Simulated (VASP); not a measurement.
Input of a VASP 6.6.1 run:

The input INCAR:

```
SYSTEM = NaP2
  PREC = Accurate
  ENCUT = 520
  EDIFF = 1E-7
  ISMEAR = 0
  SIGMA = 0.1
  LREAL = .False.
  LASPH = .True.
  NELM = 60
  ALGO = Normal
  ISIF = 2
  LWAVE = .False.
  LCHARG = .False.
  GGA = PE
  NBANDS = 26
```

File KPOINTS:

```
Automatic mesh
0
Gamma
  4 4 4
  0 0 0
```

File POSCAR:

```
NaP2
1.0
    5.2190773086     -2.1632236641      0.0000000000
    5.2190773086      2.1632236641      0.0000000000
    0.0000000000      0.0000000000      4.8740230792
Na P
2 4
Direct
    0.2499214095      0.7500785905      0.1554308965
    0.7500785905      0.2499214095      0.6554308965
   -0.0386818454      0.4613777300      0.1451922988
    0.5386222700      1.0386818454      0.1451922988
    1.0386818454      0.5386222700      0.6451922988
    0.4613777300     -0.0386818454      0.6451922988
```

Potentials or basis: VASP PAW PBE potentials, release 64 (Na_pv, P).

Command:

```bash
$ cat potpaw_PBE.64/Na_pv/POTCAR potpaw_PBE.64/P/POTCAR > POTCAR
$ mpirun -np 1 vasp_std > vasp.out
```

(1) What does it give for the band gap on the k mesh?

(2) What does it give for the largest force?

(3) What does it give for the pressure?

Answers

(1) zero (bands 17 and 18 overlap by 2.82 eV).

(2) 0.023 eV/Å.

(3) -0.2 GPa.

Caveat: the k points lie up to 0.39 Å⁻¹ apart, too coarse for converged energies and pressures of a metal.
